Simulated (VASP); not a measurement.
Set up this calculation in VASP 6.6.1, as the native input.

| Property | Result |
| --- | --- |
| Task | single point |
| Functional | PBE |
| Dispersion | D3(BJ) |
| Potentials or basis | VASP PAW PBE potentials, release 64 (Sr_sv, O) |
| Cutoff | 600 eV |
| k mesh | 6 × 6 × 6 |
| Occupations | gaussian, width 0.1 eV |
| Spin | no spin polarisation |
| Dipole correction | no |
| Further INCAR settings | ALGO = Normal; EDIFF = 1e-06; NBANDS = 15 |

The structure of SrO (d.b) lies in POSCAR:

```
SrO
1.0
    0.0000000000      2.5650000000      2.5650000000
    2.5650000000      0.0000000000      2.5650000000
    2.5650000000      2.5650000000      0.0000000000
Sr O
1 1
Direct
    0.0000000000      0.0000000000      0.0000000000
    0.5000000000      0.5000000000      0.5000000000
```

These files were run (other wordings do the same):

INCAR

```
PREC = Accurate
ENCUT = 600
EDIFF = 1E-6
ISMEAR = 0
SIGMA = 0.1
LREAL = False
LASPH = True
NELM = 120
ALGO = Normal
ISIF = 2
LWAVE = False
LCHARG = True
GGA = PE
IVDW = 12
LELF = True
LVHAR = True
NBANDS = 15
GGA_COMPAT = False
```

KPOINTS

```
regular mesh
0
Gamma
  6 6 6
```

Potentials or basis: VASP PAW PBE potentials, release 64 (Sr_sv, O).

Launch:

```bash
$ cat potpaw_PBE.64/Sr_sv/POTCAR potpaw_PBE.64/O/POTCAR > POTCAR
$ mpirun -np 1 vasp_std > vasp.out
```

It gave:

| Property | Result |
| --- | --- |
| Pressure | 1.5 GPa |
| Band gap on the k mesh | 3.26 eV, indirect (least direct gap 3.34 eV) |
| Dispersion energy per atom | -0.248 eV |

Wall time 12 s on 1 thread of Intel(R) Xeon(R) Platinum 8375C CPU @ 2.90GHz (Ice Lake) (shared host), peak memory 0.18 GiB.
